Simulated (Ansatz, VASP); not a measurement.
# Li2O in VASP and in Ansatz

INCAR

```
PREC = Accurate
ENCUT = 650
EDIFF = 1E-6
ISMEAR = 0
SIGMA = 0.05
LREAL = Auto
LASPH = T
NELM = 120
ALGO = Normal
ISIF = 2
LWAVE = F
LCHARG = T
LDIPOL = T
IDIPOL = 3
DIPOL = 0.5 0.5 0.418
GGA = PE
IVDW = 12
LELF = T
LVHAR = T
LVACPOTAV = T
NBANDS = 96
GGA_COMPAT = F
NELMDL = -8
```

File KPOINTS:

```
Automatic mesh
0
Gamma
  3 3 1
```

File POSCAR:

```
Li2O
1.0
    6.3987489437      0.0000000000      0.0000000000
   -3.1993744718      5.5414791377      0.0000000000
    0.0000000000      0.0000000000     26.9650957934
Li O
24 12
Direct
    0.5000000000      0.5000000000      0.2966798287
    0.5000000000      0.0000000000      0.2966798287
    0.0000000000      0.5000000000      0.2966798287
    0.0000000000      0.0000000000      0.2966798287
    0.6666666667      0.3333333333      0.3451179714
    0.6666666667      0.8333333333      0.3451179714
    0.1666666667      0.3333333333      0.3451179714
    0.1666666667      0.8333333333      0.3451179714
    0.8333333333      0.6666666667      0.3935561141
    0.8333333333      0.1666666667      0.3935561141
    0.3333333333      0.6666666667      0.3935561141
    0.3333333333      0.1666666667      0.3935561141
    0.0002779298      0.4999035271      0.4424855756
    0.0003721697     -0.0001831738      0.4424422108
    0.4998343806      0.4997098886      0.4424285445
    0.5002762585      0.0001773461      0.4424458740
    0.1669406288      0.8328888045      0.4913024375
    0.1669317314      0.3333817775      0.4913481262
    0.6669044691      0.8329946496      0.4910584143
    0.6672490291      0.3334283250      0.4913123905
    0.3348790440      0.6676358664      0.5392074112
    0.3337910975      0.1664495542      0.5390809744
    0.8329329231      0.6665334010      0.5391822984
    0.8335238883      0.1653065170      0.5390974460
    0.3333333333      0.1666666667      0.3208989001
    0.3333333333      0.6666666667      0.3208989001
    0.8333333333      0.1666666667      0.3208989001
    0.8333333333      0.6666666667      0.3208989001
    0.6669529986      0.3334796766      0.4181126376
    0.6667596571      0.8332415589      0.4180262623
    0.1666328455      0.3332328539      0.4180946324
    0.1668392662      0.8331075945      0.4180911593
    0.0005166700      0.4998433319      0.5166187021
    0.0003924734     -0.0012806786      0.5160477248
    0.4995258185      0.4998148260      0.5161338048
    0.5012746364      0.0008042843      0.5160842858
```

Input for Ansatz:

```yaml
crystal:
  lattice:
    - [6.3987489437, 0.0, 0.0]
    - [-3.1993744718, 5.5414791377, 0.0]
    - [0.0, 0.0, 26.9650957934]
  atoms:
    - { symbol: Li, position: [0.5, 0.5, 0.2966798287] }
    - { symbol: Li, position: [0.5, 0.0, 0.2966798287] }
    - { symbol: Li, position: [0.0, 0.5, 0.2966798287] }
    - { symbol: Li, position: [0.0, 0.0, 0.2966798287] }
    - { symbol: O, position: [0.3333333333, 0.1666666667, 0.3208989001] }
    - { symbol: O, position: [0.3333333333, 0.6666666667, 0.3208989001] }
    - { symbol: O, position: [0.8333333333, 0.1666666667, 0.3208989001] }
    - { symbol: O, position: [0.8333333333, 0.6666666667, 0.3208989001] }
    - { symbol: Li, position: [0.6666666667, 0.3333333333, 0.3451179714] }
    - { symbol: Li, position: [0.6666666667, 0.8333333333, 0.3451179714] }
    - { symbol: Li, position: [0.1666666667, 0.3333333333, 0.3451179714] }
    - { symbol: Li, position: [0.1666666667, 0.8333333333, 0.3451179714] }
    - { symbol: Li, position: [0.8333333333, 0.6666666667, 0.3935561141] }
    - { symbol: Li, position: [0.8333333333, 0.1666666667, 0.3935561141] }
    - { symbol: Li, position: [0.3333333333, 0.6666666667, 0.3935561141] }
    - { symbol: Li, position: [0.3333333333, 0.1666666667, 0.3935561141] }
    - { symbol: O, position: [0.6669529986, 0.3334796766, 0.4181126376] }
    - { symbol: O, position: [0.6667596571, 0.8332415589, 0.4180262623] }
    - { symbol: O, position: [0.1666328455, 0.3332328539, 0.4180946324] }
    - { symbol: O, position: [0.1668392662, 0.8331075945, 0.4180911593] }
    - { symbol: Li, position: [0.0002779298, 0.4999035271, 0.4424855756] }
    - { symbol: Li, position: [0.0003721697, -0.0001831738, 0.4424422108] }
    - { symbol: Li, position: [0.4998343806, 0.4997098886, 0.4424285445] }
    - { symbol: Li, position: [0.5002762585, 0.0001773461, 0.442445874] }
    - { symbol: Li, position: [0.1669406288, 0.8328888045, 0.4913024375] }
    - { symbol: Li, position: [0.1669317314, 0.3333817775, 0.4913481262] }
    - { symbol: Li, position: [0.6669044691, 0.8329946496, 0.4910584143] }
    - { symbol: Li, position: [0.6672490291, 0.333428325, 0.4913123905] }
    - { symbol: O, position: [0.00051667, 0.4998433319, 0.5166187021] }
    - { symbol: O, position: [0.0003924734, -0.0012806786, 0.5160477248] }
    - { symbol: O, position: [0.4995258185, 0.499814826, 0.5161338048] }
    - { symbol: O, position: [0.5012746364, 0.0008042843, 0.5160842858] }
    - { symbol: Li, position: [0.334879044, 0.6676358664, 0.5392074112] }
    - { symbol: Li, position: [0.3337910975, 0.1664495542, 0.5390809744] }
    - { symbol: Li, position: [0.8329329231, 0.666533401, 0.5391822984] }
    - { symbol: Li, position: [0.8335238883, 0.165306517, 0.539097446] }
basis:
  ecutwfc: 420
kpoints:
  mp_grid: { grid: [3, 3, 1] }
hamiltonian:
  xc: pbe
  dispersion: d3bj
scf:
  occupations: { method: gaussian, width: 0.05 }
output:
  forces: true
  eigenvalues: true
  write_density: true
  volumetric_format: npy
efield:
  axis: 3
  dipole_correction: true
  ramp_width: 0.04
```

Alike in both runs: task single point; functional PBE; dispersion D3(BJ); k mesh 3 × 3 × 1; occupations gaussian, width 0.05 eV; no spin polarisation.

```csv
,VASP,Ansatz
version,VASP 6.6.1,Ansatz 0.2.0
potentials or method,"VASP PAW PBE potentials, release 64 (Li_sv, O), cutoff 650 eV","scalar-relativistic, plane waves, PAW"
valence electrons in the cell,144,144
```

|  | VASP | Ansatz | Ansatz less VASP |
| --- | --- | --- | --- |
| gap on the k mesh at the Fermi level (eV) | 2.68 | 2.67 | -0.013 |
| least direct gap on the mesh (eV) | 2.68 | 2.67 | -0.013 |
| rms of the force components (eV/Å) | 0.074 | 0.075 | +0.0006 |
